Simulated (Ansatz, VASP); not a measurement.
**MnS in VASP and in Ansatz**

```
CELL_PARAMETERS angstrom
0.00000 2.47346 2.47346
2.47346 0.00000 2.47346
2.47346 2.47346 0.00000
ATOMIC_POSITIONS crystal
Mn 0.00000 0.00000 0.00000
S 0.75000 0.75000 0.75000
```

Alike in both runs: task single point; functional PBEsol; k mesh 8 × 8 × 8; occupations fermi-dirac, width 0.05 eV; collinear spin; fixed moment 6 μB.

|  | VASP | Ansatz |
| --- | --- | --- |
| version | VASP 6.6.1 | Ansatz 0.2.0 |
| potentials or method | VASP PAW PBE potentials, release 64 (Mn_pv, S) | Ansatz PAW |
| plane-wave cutoff (eV) | 520 | 420 |
| valence electrons in the cell | 19 | 21 |

|  | VASP | Ansatz | Ansatz less VASP |
| --- | --- | --- | --- |
| net moment per atom (μB) | 3.00 | 3.00 | 0.000 |
| size of the moment on the site where the two differ most (μB) | 4.41 | 3.89 | -0.523 |

VASP's potentials were made for PBE, not for PBEsol. Site moments also hang on the region over which each program counts them. VASP's potentials hold 19 valence electrons a cell and Ansatz's 21, so a difference there can come from the potentials and not from the codes.
